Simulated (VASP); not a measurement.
Here is a VASP 6.6.1 calculation.

The input INCAR:

```
SYSTEM = B5N
PREC     = Accurate       ! precision mode
ENCUT    = 520            ! plane-wave cutoff, eV
EDIFF    = 1E-6           ! SCF threshold, eV
ISMEAR   = 0              ! smearing method
SIGMA    = 0.1            ! smearing width, eV
LREAL    = .FALSE.        ! projectors in reciprocal space
LASPH    = .TRUE.         ! aspherical terms in the spheres
NELM     = 60             ! most SCF steps
ALGO     = Normal         ! electronic algorithm
ISIF     = 2              ! what is computed and relaxed
LWAVE    = .FALSE.        ! write WAVECAR
LCHARG   = .FALSE.        ! write CHGCAR
GGA      = PE             ! functional
NBANDS   = 19             ! bands
```

The input KPOINTS:

```
Automatic mesh
0
G
  6 6 6
  0 0 0
```

POSCAR

```
B5N
1.0
    3.9202774600      0.0000000000      0.0000000000
   -1.9601387300      3.3950598700      0.0000000000
    0.0000000000      0.0000000000      3.6636087100
B N
5 1
Direct
    0.6647854400      0.6647854400      0.0000000000
    0.3333333300      0.6666666700      0.5000000000
    0.0000000000      0.3352145600      0.0000000000
    0.3352145600      0.0000000000      0.0000000000
    0.6666666700      0.3333333300      0.5000000000
    0.0000000000      0.0000000000      0.5000000000
```

Potentials or basis: VASP PAW PBE potentials, release 64 (B, N).

The run is started by

```bash
$ cat potpaw_PBE.64/B/POTCAR potpaw_PBE.64/N/POTCAR > POTCAR
$ mpirun -np 1 vasp_std > vasp.out
```

Estimate the largest force.

0.857 eV/Å.

Predict the band gap on the k mesh.

zero (bands 10 and 11 overlap by 3.61 eV).

What does it give for the pressure?

-35.4 GPa.

Stress tensor (GPa, compression positive):
```
-34.87   0.00   0.00
  0.00 -34.87   0.00
  0.00   0.00 -36.53
```

Caveat: the cell stands under tension.
